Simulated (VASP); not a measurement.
Write the native input for VASP 6.6.1 that does the following.

```yaml
Task: single point
Functional: PBE
Potentials_or_basis: VASP PAW PBE potentials, release 64 (Sn_d, As)
Cutoff: 520 eV
k_mesh: 8 × 8 × 8
Occupations: gaussian, width 0.1 eV
Spin: no spin polarisation
Dipole_correction: no
Further_INCAR_settings: ALGO = Fast; EDIFF = 1e-07; NBANDS = 38
```

The structure of Sn4As lies in POSCAR:

```
Sn4As
1.0
   -3.3771725854      3.3771725854      3.3771725854
    3.3771725854     -3.3771725854      3.3771725854
    3.3771725854      3.3771725854     -3.3771725854
Sn As
4 1
Direct
    0.0000000000      0.0000000000      0.5000000000
    0.5000000000      0.0000000000      0.0000000000
    0.5000000000      0.5000000000      0.5000000000
    0.0000000000      0.5000000000      0.0000000000
    0.0000000000      0.0000000000      0.0000000000
```

The cell was generated, and may not be a known phase.

The input as run:

INCAR

```
PREC = Accurate ; ENCUT = 520
EDIFF = 1E-7 ; ISMEAR = 0
SIGMA = 0.1 ; LREAL = False
LASPH = True ; NELM = 60
ALGO = Fast ; ISIF = 2
LWAVE = False ; LCHARG = False
GGA = PE ; NBANDS = 38
```

KPOINTS

```
Automatic mesh
0
Gamma
  8 8 8
```

Potentials or basis: VASP PAW PBE potentials, release 64 (Sn_d, As).

The run is started by

```sh
$ cat potpaw_PBE.64/Sn_d/POTCAR potpaw_PBE.64/As/POTCAR > POTCAR
$ mpirun -np 1 vasp_std > vasp.out
```

It gave:

The pressure is 0.0 GPa. The band gap on the k mesh is zero (an odd number of electrons rules out a gap without spin polarisation).

Caveat: spin-orbit coupling is left out, which moves the levels of the heavy elements.

Run time: 5.7 min on 1 thread of Oxide Virtual Turin-like Processor (shared host), peak memory 0.35 GiB.
